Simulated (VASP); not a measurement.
## SiC: single point with LDA

The system is SiC.

```
CELL_PARAMETERS angstrom
3.07536 0.00000 0.00000
-1.53768 2.66334 0.00000
0.00000 0.00000 5.04811
ATOMIC_POSITIONS crystal
Si 0.33333 0.66667 0.49959
Si 0.66667 0.33333 0.99959
C 0.33333 0.66667 0.87541
C 0.66667 0.33333 0.37541
```

```json
{
  "Program": "VASP 6.6.1",
  "Task": "single point",
  "Functional": "LDA",
  "Potentials or basis": "VASP PAW LDA potentials, release 64 (Si, C)",
  "Cutoff": "520 eV",
  "k mesh": "12 × 12 × 6",
  "Occupations": "gaussian, width 0.01 eV",
  "Spin": "no spin polarisation",
  "Dipole correction": "no",
  "Further INCAR settings": "ALGO = Normal; EDIFF = 1e-06; NBANDS = 16"
}
```

The pressure is -3.8 GPa and the band gap on the k mesh is 2.15 eV, indirect (least direct gap 3.87 eV).

Levels at points of the mesh, in eV from the valence-band top:
```csv
k point,band 5,band 6,band 7,band 8,band 9,band 10,band 11,band 12
"(0.00, 0.00, 0.00)",-1.32,-0.11,0.00,0.00,4.77,6.22,6.56,6.56
"(0.50, 0.00, 0.00)",-5.45,-3.33,-3.32,-1.20,2.68,4.14,6.81,7.04
"(0.00, 0.00, 0.50)",-0.71,-0.71,-0.71,-0.71,5.84,5.84,7.25,7.25
"(0.50, 0.00, 0.50)",-2.45,-2.45,-2.33,-2.33,3.21,3.21,5.15,5.15
```

It took 33 s on 1 thread of Intel(R) Xeon(R) Platinum 8488C (Sapphire Rapids), with other jobs on the host, peak memory 0.16 GiB.

A k mesh can miss the band edges.
